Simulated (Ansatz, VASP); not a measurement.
# One calculation of TeRu, two programs

```xyz
2
Lattice="0.0000 3.1139 3.1139 3.1139 0.0000 3.1139 3.1139 3.1139 0.0000" Properties=species:S:1:pos:R:3 pbc="T T T"
Ru    0.0000    0.0000    0.0000
Te    1.5570    1.5570    1.5570
```

Alike in both runs: task single point; functional LDA; k mesh 5 × 5 × 5; occupations gaussian, width 0.05 eV; no spin polarisation; Hubbard terms Ru d U = 6.0 eV.

|  | VASP | Ansatz |
| --- | --- | --- |
| version | VASP 6.6.1 | Ansatz 0.2.0 |
| potentials or method | VASP PAW LDA potentials, release 64 (Ru_pv, Te), cutoff 500 eV | scalar-relativistic, plane waves, PAW |
| valence electrons in the cell | 20 | 32 |

```csv
,VASP,Ansatz,Ansatz less VASP
gap on the k mesh at the Fermi level (eV),none,none,-
pressure (GPa),-13.6,-15.3,-1.69
```

LDA's correlation is that of Perdew and Zunger in VASP and of Perdew and Wang (1992) in Ansatz. The programs project onto different local orbitals, so the same U acts differently, and such runs can settle in different states. A gap of «none» marks a metal or a gap that the smearing closes. VASP's potentials hold 20 valence electrons a cell and Ansatz's 32, so a difference there can come from the potentials and not from the codes. Ansatz's warnings: filled band counts differ across k points.

Neither program's run includes spin-orbit coupling.
